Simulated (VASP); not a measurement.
# CuO (P4_2/mmc) in VASP: further runs

Runs on CuO. Level: PBE. Tasks: single point, relaxation of cell and atoms.

Program: VASP 6.6.1. These are calculated values, not measurements. Logs are shortened: lines on timing, memory, paths and dates and some standing lists are left out, and cuts for length are marked.

### Step 1. The cell of the first run

Symmetry: P4_2/mmc, No. 131, tetragonal system. The conventional cell has a = 2.900 Å, b = 2.900 Å, c = 5.145 Å, α = 90.00°, β = 90.00°, γ = 90.00°. Cu (site symmetry mmm) has 4 O at 1.94 Å within 2.6 Å. O (site symmetry -4m2) has 4 Cu at 1.94 Å and 2 O at 2.57 Å within 2.6 Å.

### Step 2. Single point, PBE

INCAR

```
  PREC = Accurate
  ENCUT = 700
  EDIFF = 1E-6
  ISMEAR = -1
  SIGMA = 0.05
  LREAL = False
  LASPH = True
  NELM = 120
  ALGO = Normal
  ISIF = 2
  LWAVE = False
  LCHARG = False
  GGA = PE
  NBANDS = 33
  GGA_COMPAT = False
```

KPOINTS

```
Automatic mesh
0
Gamma
  8 8 6
```

POSCAR

```
CuO
1.0
    2.8995053213      0.0000000000      0.0000000000
    0.0000000000      2.8995053213      0.0000000000
    0.0000000000      0.0000000000      5.1449128700
Cu O
2 2
Direct
    0.0000000000      0.5000000000      0.0000000000
    0.5000000000      0.0000000000      0.5000000000
    0.0000000000      0.0000000000      0.2500000000
    0.0000000000      0.0000000000      0.7500000000
```

Potentials or basis: VASP PAW PBE potentials, release 64 (Cu_sv_GW, O).

Started as:

```sh
$ cat potpaw_PBE.64/Cu_sv_GW/POTCAR potpaw_PBE.64/O/POTCAR > POTCAR
$ mpirun -np 1 vasp_std > vasp.out
```

OUTCAR:

```text
PREC = Accurate
   ENCUT = 700
   EDIFF = 1E-6
   ISMEAR = -1
   LREAL = False
   LASPH = True
   NELM = 120
   ISIF = 2
   GGA = PE

 ion  position               nearest neighbor table
   1  0.000  0.500  0.000-   3 1.94   4 1.94   3 1.94   4 1.94
   2  0.500  0.000  0.500-   3 1.94   4 1.94   3 1.94   4 1.94
   3  0.000  0.000  0.250-   1 1.94   2 1.94   1 1.94   2 1.94
   4  0.000  0.000  0.750-   1 1.94   2 1.94   1 1.94   2 1.94

  LATTYP: Found a simple tetragonal cell.
 ALAT       =     2.8995053213
 C/A-ratio  =     1.7744105631

  Lattice vectors:

 A1 = (   2.8995053213,   0.0000000000,   0.0000000000)
 A2 = (   0.0000000000,   2.8995053213,   0.0000000000)
 A3 = (   0.0000000000,   0.0000000000,   5.1449128700)

Analysis of symmetry for initial positions (statically):
=====================================================================
 Subroutine PRICEL returns:
 Original cell was already a primitive cell.

 Routine SETGRP: Setting up the symmetry group for a
 simple tetragonal supercell.

 Subroutine GETGRP returns: Found 16 space group operations
 (whereof  8 operations were pure point group operations)
 out of a pool of 16 trial point group operations.

The static configuration has the point symmetry D_2h.
 The point group associated with its full space group is D_4h.

Analysis of symmetry for dynamics (positions and initial velocities):
=====================================================================
 Subroutine PRICEL returns:
 Original cell was already a primitive cell.

 Routine SETGRP: Setting up the symmetry group for a
 simple tetragonal supercell.

 Subroutine GETGRP returns: Found 16 space group operations
 (whereof  8 operations were pure point group operations)
 out of a pool of 16 trial point group operations.

The dynamic configuration has the point symmetry D_2h.
 The point group associated with its full space group is D_4h.

 Subroutine INISYM returns: Found 16 space group operations
 (whereof  8 operations are pure point group operations),
 and found     1 'primitive' translations

----------------------------------------------------------------------------------------

                                     Primitive cell

  volume of cell :      43.2540

  direct lattice vectors                    reciprocal lattice vectors
     2.899505321  0.000000000  0.000000000     0.344886417  0.000000000  0.000000000
     0.000000000  2.899505321  0.000000000     0.000000000  0.344886417  0.000000000
     0.000000000  0.000000000  5.144912870     0.000000000  0.000000000  0.194366751

  length of vectors
     2.899505321  2.899505321  5.144912870     0.344886417  0.344886417  0.194366751

  position of ions in fractional coordinates (direct lattice)
     0.000000000  0.500000000  0.000000000
     0.500000000  0.000000000  0.500000000
     0.000000000  0.000000000  0.250000000
     0.000000000  0.000000000  0.750000000

  ion indices of the primitive-cell ions
   primitive index   ion index
                 1           1
                 2           2
                 3           3
                 4           4

----------------------------------------------------------------------------------------

 KPOINTS: Automatic mesh

Automatic generation of k-mesh.
 Grid dimensions read from file:
 generate k-points for:    8    8    6

 Generating k-lattice:

  Cartesian coordinates                     Fractional coordinates (reciprocal lattice)
     0.043110802  0.000000000  0.000000000     0.125000000  0.000000000  0.000000000
     0.000000000  0.043110802  0.000000000     0.000000000  0.125000000  0.000000000
     0.000000000  0.000000000  0.032394459     0.000000000  0.000000000  0.166666667

  Length of vectors
     0.043110802  0.043110802  0.032394459

  Shift w.r.t. Gamma in fractional coordinates (k-lattice)
     0.000000000  0.000000000  0.000000000

 Subroutine IBZKPT returns following result:
 ===========================================

 Found     60 irreducible k-points:

 Following reciprocal coordinates:
            Coordinates               Weight
  0.000000  0.000000  0.000000      1.000000
  0.125000  0.000000  0.000000      4.000000
  0.250000  0.000000  0.000000      4.000000
  0.375000  0.000000  0.000000      4.000000
  0.500000  0.000000  0.000000      2.000000
  0.125000  0.125000  0.000000      4.000000
[... 16 lines left out ...]
  0.375000  0.125000  0.166667     16.000000
  0.500000  0.125000  0.166667      8.000000
 [... further k-points ...]
   k-points           NKPTS =     60   k-points in BZ     NKDIM =     60   number of bands    NBANDS=     33
   number of dos      NEDOS =    301   number of ions     NIONS =      4
   total plane-waves  NPLWV =  37632
   dimension x,y,z NGX =    28 NGY =   28 NGZ =   48
   dimension x,y,z NGXF=    56 NGYF=   56 NGZF=   96
   ions per type =               2   2
   NGX,Y,Z   is equivalent  to a cutoff of  16.05, 16.05, 15.51 a.u.
[... 30 lines left out ...]
     AMIX     =   0.40;   BMIX     =  1.00
     AMIX_MAG =   1.60;   BMIX_MAG =  1.00
  volume/ion in A,a.u.               =      10.81        72.97
  Fermi-wavevector in a.u.,A,eV,Ry     =   1.718131  3.246796 40.164036  2.951973
  Thomas-Fermi vector in A             =   2.795001
   LORBIT       =      0    0 simple, 1 ext, 2 COOP (PROOUT), +10 PAW based schemes
   GGA     = PE    functional components
   LHFCALC =     F    Hartree Fock is set to
   AEXX    =    0.0000 exact exchange contribution
   IVDW    =     0    specifies the selected vdW correction
   LEPSILON=     F    determine dielectric tensor
   LRPA    =     F    only Hartree local field effects (RPA)
 non-spin polarized calculation
  energy-cutoff  :      700.00
  volume of cell :       43.25
 maximum number of plane-waves:      1838
 NGX is ok and might be reduce to    28
   NGX = 13   NGY = 13   NGZ = 23

 number of electron      50.0000010 magnetization

 Free energy of the ion-electron system (eV)
  ---------------------------------------------------
  ext. energy  EPLUGINS =         0.00000000
  ---------------------------------------------------
  free energy    TOTEN  =       -19.87977083 eV

  energy without entropy =      -19.86333017  energy(sigma->0) =      -19.87155050

 E-fermi :   5.2388     XC(G=0): -11.8058

 val. band max:        5.1719623789   @ k =   0.3750   0.0000   0.1667
 cond. band min:       5.2398630769   @ k =   0.1250   0.1250   0.3333
 fundamental gap:      0.0679006980
 Fermi energy:         5.2387586714

 k-point     1 :       0.0000    0.0000    0.0000
  band No.  band energies     occupation
      1    -107.5766      2.00000
      2    -107.5765      2.00000
      3     -65.0776      2.00000
      4     -65.0776      2.00000
      5     -65.0428      2.00000
      6     -65.0357      2.00000
[... 25 lines left out ...]
     32      19.8646      0.00000
     33      20.2507      0.00000

 k-point     2 :       0.1250    0.0000    0.0000
  band No.  band energies     occupation
      1    -107.5766      2.00000
      2    -107.5761      2.00000
      3     -65.0796      2.00000
      4     -65.0773      2.00000
      5     -65.0424      2.00000
      6     -65.0352      2.00000
[... 25 lines left out ...]
     32      20.1404      0.00000
     33      20.4072      0.00000

 k-point     3 :       0.2500    0.0000    0.0000
  band No.  band energies     occupation
      1    -107.5763      2.00000
      2    -107.5762      2.00000
      3     -65.0843      2.00000
      4     -65.0773      2.00000
      5     -65.0413      2.00000
      6     -65.0362      2.00000
[... 25 lines left out ...]
     32      19.9602      0.00000
     33      20.5316      0.00000

 k-point     4 :       0.3750    0.0000    0.0000
  band No.  band energies     occupation
      1    -107.5765      2.00000
      2    -107.5760      2.00000
      3     -65.0895      2.00000
      4     -65.0773      2.00000
      5     -65.0402      2.00000
      6     -65.0369      2.00000
[... 673 lines left out ...]
     32      18.5476      0.00000
     33      20.3231      0.00000

 k-point    23 :       0.3750    0.1250    0.1667
  band No.  band energies     occupation
      1    -107.5761      2.00000
      2    -107.5759      2.00000
      3     -65.0893      2.00000
      4     -65.0789      2.00000
      5     -65.0394      2.00000
      6     -65.0371      2.00000
[... 25 lines left out ...]
     32      18.9544      0.00000
     33      19.5473      0.00000

 k-point    24 :       0.5000    0.1250    0.1667
  band No.  band energies     occupation
      1    -107.5759      2.00000
      2    -107.5758      2.00000
      3     -65.0914      2.00000
      4     -65.0788      2.00000
      5     -65.0383      2.00000
      6     -65.0377      2.00000
[... 25 lines left out ...]
     32      19.0260      0.00000
     33      19.1087      0.00000

 [... further k-points ...]

------------------------ aborting loop because EDIFF is reached ----------------------------------------

  FORCE on cell =-STRESS in cart. coord.  units (eV):
  Direction    XX          YY          ZZ          XY          YZ          ZX
  --------------------------------------------------------------------------------------
  -------------------------------------------------------------------------------------
  Total        0.6133172      0.6133172      0.6369356      0.0000000      0.0000000      0.0000000
  in kB       22.7179875     22.7179875     23.5928430      0.0000000      0.0000000      0.0000000
  external PRESSURE =      23.0096060 kB  Pullay stress =       0.0000000 kB

 VOLUME and BASIS-vectors are now :
 -----------------------------------------------------------------------------
  energy-cutoff  :      700.00
  volume of cell :       43.25
      direct lattice vectors                 reciprocal lattice vectors
     2.899505321  0.000000000  0.000000000     0.344886417  0.000000000  0.000000000
     0.000000000  2.899505321  0.000000000     0.000000000  0.344886417  0.000000000
     0.000000000  0.000000000  5.144912870     0.000000000  0.000000000  0.194366751

 POSITION                                       TOTAL-FORCE (eV/Angst)
 -----------------------------------------------------------------------------------
      0.00000      1.44975      0.00000         0.000000      0.000000      0.000000
      1.44975      0.00000      2.57246         0.000000      0.000000      0.000000
      0.00000      0.00000      1.28623        -0.000000      0.000000     -0.000000
      0.00000      0.00000      3.85868         0.000000      0.000000      0.000000
 -----------------------------------------------------------------------------------
    total drift:                                0.000000      0.000000      0.000000

  FREE ENERGIE OF THE ION-ELECTRON SYSTEM (eV)
  ---------------------------------------------------
  free  energy   TOTEN  =       -19.8797708271 eV

  energy  without entropy=      -19.8633301723  energy(sigma->0) =      -19.87155050
```

Wall time 2.3 min (1 thread of Intel Xeon Platinum 8488C (Sapphire Rapids), shared host); peak memory 0.28 GiB.

What came out:

| Item | Value |
| --- | --- |
| Free energy | -19.8798 eV |
| Pressure | 2.3 GPa |
| Band gap on the k mesh | zero (bands 25 and 26 overlap by 1.16 eV) |

Levels at points of the mesh, in eV from the Fermi level:
```
           k point  band 21  band 22  band 23  band 24  band 25  band 26  band 27  band 28  band 29  band 30
(0.00, 0.00, 0.00)    -2.48    -2.45    -2.36    -2.02     0.67     0.67     1.43     6.09     7.30    13.41
(0.50, 0.00, 0.00)    -2.33    -1.97    -1.62    -1.56     0.21     0.45     3.52     5.92     6.52    11.01
(0.50, 0.50, 0.00)    -2.40    -2.40    -1.61    -1.23    -1.23     1.15     2.03     7.08     9.91     9.91
(0.00, 0.00, 0.50)    -2.39    -2.39    -1.60    -1.60     0.09     0.09     3.50     3.50    11.59    11.59
(0.50, 0.00, 0.50)    -2.46    -2.43    -2.09    -1.86    -0.15     0.67     4.20     5.89     8.30     8.89
(0.50, 0.50, 0.50)    -2.01    -2.01    -1.45    -1.45    -0.49    -0.49     3.90     3.90    10.65    10.65
```

Caveat: semilocal functionals often make such compounds metallic where correlation or magnetic order opens a gap, which also shifts bond lengths. With open d or f shells a metallic result of PBE can be an artefact of self-interaction; +U or a hybrid may open a gap.

### Step 3. Relaxation of cell and atoms, PBE

This run uses another cell than the first one, of 12.47 Å³/atom.

INCAR

```
SYSTEM = CuO
ALGO = Normal ; EDIFF = 1E-6
EDIFFG = -0.01 ; ENCUT = 600
GGA = PE ; IBRION = 2
ISIF = 3 ; ISMEAR = -1
LASPH = .True. ; LCHARG = .False.
LREAL = .False. ; LWAVE = .False.
NELM = 60 ; NSW = 60
PREC = Accurate ; SIGMA = 0.05
```

KPOINTS

```
k-points
0
Gamma
  8 8 6
  0 0 0
```

POSCAR

```
CuO
1.0
    3.4220509700      0.0000000000      0.0000000000
    0.0000000000      3.4220509700      0.0000000000
    0.0000000000      0.0000000000      4.2604614800
Cu O
2 2
Direct
    0.0000000000      0.5000000000      0.0000000000
    0.5000000000      0.0000000000      0.5000000000
    0.0000000000      0.0000000000      0.2500000000
    0.0000000000      0.0000000000      0.7500000000
```

Potentials or basis: VASP PAW PBE potentials, release 64 (Cu, O).

Started as:

```sh
$ cat potpaw_PBE.64/Cu/POTCAR potpaw_PBE.64/O/POTCAR > POTCAR
$ mpirun -np 1 vasp_std > vasp.out
```

Run time: 6.6 min. Hardware: 1 thread of Intel Xeon Platinum 8259CL at 2.50GHz (Skylake/Cascade Lake), shared host; peak memory 0.22 GiB.

It converged, with:

| Item | Value |
| --- | --- |
| Free energy | -19.7456 eV |
| Relaxed volume | 11.23 Å³/atom |
| Relaxed cell | a = 2.955 Å, b = 2.955 Å, c = 5.146 Å, α = 90.00°, β = 90.00°, γ = 90.00° |
| Space group after relaxing (to 0.1 Å) | P4_2/mmc (No. 131) |
| Energy gained by relaxing | 363.8 meV/atom |
| Ionic steps | 11 |
| Pressure after relaxing | 0.0 GPa |
| Band gap on the k mesh | zero (bands 17 and 18 overlap by 1.19 eV) |

Stress tensor (GPa, compression positive):
```
-0.04  0.00  0.00
 0.00 -0.04  0.00
 0.00  0.00  0.10
```

The path:
| step | energy change (eV) | largest force (eV/Å) | pressure (GPa) | volume (Å³) |
| --- | --- | --- | --- | --- |
| 1 | 0.0000 | 0.0000 | -2.40 | 49.89 |
| 2 | -0.8782 | 0.0000 | -2.88 | 48.27 |
| 3 | -1.4435 | 0.0000 | 0.01 | 45.28 |
| 4 | -1.4549 | 0.0000 | 0.75 | 44.68 |
| 5 | -1.4546 | 0.0000 | 0.56 | 44.82 |
| 6 | -1.4545 | 0.0000 | -0.71 | 45.18 |
| 7 | -1.4550 | 0.0000 | -0.04 | 44.98 |
| 8 | -1.4553 | 0.0000 | -0.12 | 44.94 |
| 9 | -1.4553 | 0.0000 | -0.12 | 44.91 |
| 10 | -1.4553 | 0.0000 | 0.12 | 44.91 |
| 11 | -1.4553 | 0.0000 | 0.01 | 44.92 |

Final structure:
```
Cu O
1.0
     2.95474    0.00000    0.00000
     0.00000    2.95474    0.00000
     0.00000    0.00000    5.14572
Cu O
2 2
Direct
  0.00000 0.50000 0.00000
  0.50000 0.00000 0.50000
  0.00000 0.00000 0.25000
  0.00000 0.00000 0.75000
```

Levels at points of the mesh, in eV from the Fermi level:
```csv
k point,band 13,band 14,band 15,band 16,band 17,band 18,band 19,band 20,band 21
"(0.00, 0.00, 0.00)",-2.38,-2.37,-2.27,-1.88,0.66,0.66,1.37,6.07,7.25
"(0.50, 0.00, 0.00)",-2.28,-1.88,-1.57,-1.49,0.20,0.46,3.77,5.80,6.39
"(0.50, 0.50, 0.00)",-2.35,-2.35,-1.62,-1.21,-1.21,1.10,2.16,7.21,9.75
"(0.00, 0.00, 0.50)",-2.25,-2.25,-1.55,-1.55,0.10,0.10,3.44,3.44,11.61
"(0.50, 0.00, 0.50)",-2.37,-2.33,-2.02,-1.82,-0.20,0.66,4.34,5.83,8.24
"(0.50, 0.50, 0.50)",-1.88,-1.88,-1.43,-1.43,-0.53,-0.53,4.01,4.01,10.33
```

Caveat: a cell axis changed by over 15 % at a fixed basis, so the end point is rough; semilocal functionals often make such compounds metallic where correlation or magnetic order opens a gap, which also shifts bond lengths.

### Step 4. Relaxation of cell and atoms, PBE, target pressure 2 GPa, at which the enthalpy is minimised

This run uses another cell than the first one, of 12.47 Å³/atom.

INCAR

```
  PREC = Accurate
  ENCUT = 600
  EDIFF = 1E-7
  ISMEAR = -1
  SIGMA = 0.05
  LREAL = F
  LASPH = T
  NELM = 100
  ALGO = Normal
  ISIF = 3
  LWAVE = F
  LCHARG = F
  GGA = PE
  IBRION = 2
  NSW = 60
  EDIFFG = -0.01
  PSTRESS = 20.0
```

KPOINTS

```
Automatic mesh
0
Gamma
  8 8 6
```

POSCAR is that of step 3.

Started as:

```sh
$ cat potpaw_PBE.64/Cu/POTCAR potpaw_PBE.64/O/POTCAR > POTCAR
$ mpirun -np 1 vasp_std > vasp.out
```

Run time: 7.1 min. Hardware: 1 thread of Intel Xeon Platinum 8259CL at 2.50GHz (Skylake/Cascade Lake), shared host; peak memory 0.22 GiB.

The run converged. Its results:

```
Free energy                                                : -19.7416 eV
Relaxed volume                                             : 11.06 Å³/atom
Relaxed cell                                               : a = 2.933 Å, b = 2.933 Å, c = 5.143 Å, α = 90.00°, β = 90.00°, γ = 90.00°
Space group after relaxing (to 0.1 Å)                      : P4_2/mmc (No. 131)
Energy change on relaxing (the run minimises the enthalpy) : -362.8 meV/atom
Ionic steps                                                : 9
Pressure after relaxing                                    : 2.1 GPa
Band gap on the k mesh                                     : zero (bands 17 and 18 overlap by 1.18 eV)
```

Step by step:
```
step  energy change (eV)  largest force (eV/Å)  pressure (GPa)  volume (Å³)
   1              0.0000                0.0000           -2.35        49.89
   2             -0.8926                0.0000            0.07        47.20
   3             -1.3765                0.0000            7.22        43.59
   4             -1.3727                0.0000           10.67        42.30
   5             -1.3727                0.0000           -6.84        46.43
   6             -1.4447                0.0000            2.47        43.97
   7             -1.4442                0.0000            2.67        43.93
   8             -1.4493                0.0000            2.29        44.13
   9             -1.4513                0.0000            2.07        44.25
```

Final structure:
```
Cu O
1.0
     2.93330    0.00000    0.00000
     0.00000    2.93330    0.00000
     0.00000    0.00000    5.14320
Cu O
2 2
Direct
  0.00000 0.50000 0.00000
  0.50000 0.00000 0.50000
  0.00000 0.00000 0.25000
  0.00000 0.00000 0.75000
```

Levels at points of the mesh, in eV from the Fermi level:
```
           k point  band 15  band 16  band 17  band 18  band 19  band 20
(0.00, 0.00, 0.00)    -2.31    -1.93     0.66     0.66     1.41     6.10
(0.50, 0.00, 0.00)    -1.60    -1.52     0.21     0.46     3.70     5.87
(0.50, 0.50, 0.00)    -1.62    -1.22    -1.22     1.12     2.13     7.19
(0.00, 0.00, 0.50)    -1.57    -1.57     0.10     0.10     3.48     3.48
(0.50, 0.00, 0.50)    -2.04    -1.84    -0.18     0.67     4.31     5.88
(0.50, 0.50, 0.50)    -1.44    -1.44    -0.52    -0.52     3.99     3.99
```

Caveat: the cell is relaxed towards a set pressure, so the run minimises the enthalpy, not the energy; a cell axis changed by over 15 % at a fixed basis, so the end point is rough; semilocal functionals often make such compounds metallic where correlation or magnetic order opens a gap, which also shifts bond lengths.

### Step 5. Summary

```csv
task,potentials or basis,cell,cutoff (eV),gap on the mesh (eV),pressure (GPa)
single point,"VASP PAW PBE potentials, release 64 (Cu_sv_GW, O)","a = 2.900, b = 2.900, c = 5.145 Å, 4 atoms",700,none,2.3
relaxation of cell and atoms,"VASP PAW PBE potentials, release 64 (Cu, O)","relaxed from a = 3.422, b = 3.422, c = 4.260 Å, 4 atoms",600,none,0.0
relaxation of cell and atoms,"VASP PAW PBE potentials, release 64 (Cu, O)","relaxed to 2 GPa from a = 3.422, b = 3.422, c = 4.260 Å, 4 atoms",600,none,2.1
```

Alike in all rows: level PBE; no spin polarisation; k mesh 8 × 8 × 6; smearing fermi-dirac 0.05 eV.

Caveats: semilocal functionals often make such compounds metallic where correlation or magnetic order opens a gap, which also shifts bond lengths; a cell axis changed by over 15 % at a fixed basis, so the end point is rough (at least some runs); the cell is relaxed towards a set pressure, so the run minimises the enthalpy, not the energy (at least some runs).

Total energies depend on the potentials used, so only differences within one code and one set of settings carry meaning.
